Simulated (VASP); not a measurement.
RbHg: single point with PBE

The system is RbHg.

```
Rb Hg
1.0
     3.29266   -3.30375    0.00000
     3.29266    3.30375    0.00000
     0.00000    0.00000    9.81863
Rb Hg
2 2
Cartesian
  3.2927 -1.6519 6.9277
  3.2927 1.6519 2.8910
  4.9390 0.0000 0.0000
  1.6463 0.0000 0.0000
```

```json
{
 "Program": "VASP 6.6.1",
 "Task": "single point",
 "Functional": "PBE",
 "Potentials or basis": "VASP PAW PBE potentials, release 64 (Rb_sv, Hg)",
 "Cutoff": "520 eV",
 "k mesh": "4 × 4 × 4",
 "Occupations": "gaussian, width 0.1 eV",
 "Spin": "no spin polarisation",
 "Dipole correction": "no",
 "Further INCAR settings": "ALGO = Fast; EDIFF = 1e-07; NBANDS = 29"
}
```

```
Pressure               : 0.1 GPa
Largest force          : 0.005 eV/Å
Band gap on the k mesh : zero (band 21 reaches 1.29 eV, above the bottom of band 22 at -0.14 eV)
```

Forces on the atoms (eV/Å):
```
Rb   0.000  0.000  0.005
Rb   0.000  0.000 -0.005
Hg   0.000  0.000  0.000
Hg   0.000  0.000  0.000
```

Stress tensor (GPa, compression positive):
```
 0.02  0.00  0.00
 0.00 -0.01  0.00
 0.00  0.00  0.28
```

Levels at points of the mesh, in eV from the Fermi level:
| k point | band 19 | band 20 | band 21 | band 22 | band 23 | band 24 |
| --- | --- | --- | --- | --- | --- | --- |
| (0.00, 0.00, 0.00) | -6.20 | -1.23 | -1.16 | -0.74 | 1.43 | 1.45 |
| (0.50, 0.00, 0.00) | -4.68 | -4.68 | 0.26 | 0.26 | 0.88 | 0.88 |
| (0.50, 0.50, 0.00) | -3.29 | -3.25 | -0.95 | -0.94 | 1.49 | 1.51 |
| (0.00, 0.00, 0.50) | -6.20 | -1.94 | -0.73 | 0.52 | 0.60 | 1.44 |
| (0.50, 0.00, 0.50) | -4.68 | -4.68 | 0.08 | 0.08 | 1.47 | 1.47 |
| (0.50, 0.50, 0.50) | -3.29 | -3.25 | -0.90 | -0.89 | 1.32 | 1.33 |

Wall time 3.1 min on 1 thread of Intel(R) Xeon(R) Platinum 8375C CPU @ 2.90GHz (Ice Lake) (shared host), peak memory 0.37 GiB.

Caveat: spin-orbit coupling is left out, which moves the levels of the heavy elements.
